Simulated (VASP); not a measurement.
Mo:

```
Mo
1.0
     2.82523    0.00000    0.00000
    -1.41262    2.44672    0.00000
     0.00000    0.00000    4.57688
Mo
2
Direct
  0.33333 0.66667 0.25000
  0.66667 0.33333 0.75000
```

This isn't the form of Mo at room conditions, which is bcc.

```yaml
Program: VASP 6.6.1
Task: relaxation of cell and atoms
Functional: PBE
Potentials_or_basis: VASP PAW PBE potentials, release 64 (Mo_sv)
Cutoff: 600 eV
k_mesh: 17 × 17 × 9
Occupations: fermi-dirac, width 0.05 eV
Spin: no spin polarisation
```

At the start: pressure 3.1 GPa; volume 15.82 Å³/atom.

Where does the relaxation end?

Over 12 steps the energy falls by 34.1 meV/atom and the volume is 16.14 Å³/atom (+2.0 %); space group P6_3/mmc (No. 194, to 0.1 Å) before and after.

The path:
```tsv
step	energy change (eV)	largest force (eV/Å)	pressure (GPa)	volume (Å³)
1	0.0000	0.0000	3.08	31.64
2	0.0081	0.0000	-6.73	33.05
3	-0.0065	0.0000	-1.03	32.19
4	-0.0252	0.0000	-1.73	32.34
5	-0.0626	0.0000	-2.68	32.71
6	-0.0633	0.0000	-2.63	32.60
7	-0.0649	0.0000	-2.70	32.65
8	-0.0501	0.0000	5.39	31.68
9	-0.0677	0.0000	-0.51	32.37
10	-0.0682	0.0000	0.03	32.27
11	-0.0682	0.0000	-0.06	32.28
12	-0.0682	0.0000	-0.02	32.28
```

Final structure:
```yaml
crystal:
  lattice:
    - [2.75826, 0.00000, 0.00000]
    - [-1.37913, 2.38872, 0.00000]
    - [0.00000, 0.00000, 4.89941]
  atoms:
    - { symbol: Mo, position: [0.33333, 0.66667, 0.25000] }
    - { symbol: Mo, position: [0.66667, 0.33333, 0.75000] }
```
